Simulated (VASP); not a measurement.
Input of a VASP 6.6.1 run:

File INCAR:

```
  PREC = Accurate
  ENCUT = 520
  EDIFF = 1E-6
  ISMEAR = -1
  SIGMA = 0.05
  LREAL = False
  LASPH = True
  NELM = 80
  ALGO = Normal
  ISIF = 2
  LWAVE = False
  LCHARG = True
  GGA = PE
  LELF = True
  LVHAR = True
  NBANDS = 15
```

File KPOINTS:

```
Automatic mesh
0
Gamma
  13 13 13
```

Contents of POSCAR:

```
KCl
1.0
    0.0000000000      3.1894571296      3.1894571296
    3.1894571296      0.0000000000      3.1894571296
    3.1894571296      3.1894571296      0.0000000000
K Cl
1 1
Direct
    0.0000000000      0.0000000000      0.0000000000
    0.5000000000      0.5000000000      0.5000000000
```

Potentials or basis: VASP PAW PBE potentials, release 64 (K_sv, Cl).

Launch:

```bash
$ cat potpaw_PBE.64/K_sv/POTCAR potpaw_PBE.64/Cl/POTCAR > POTCAR
$ mpirun -np 1 vasp_std > vasp.out
```

Problem. Estimate the band gap on the k mesh.

Solution. 5.05 eV, direct.

Problem. What does it give for the pressure?

Solution. 0.0 GPa.

A k mesh can miss the band edges.
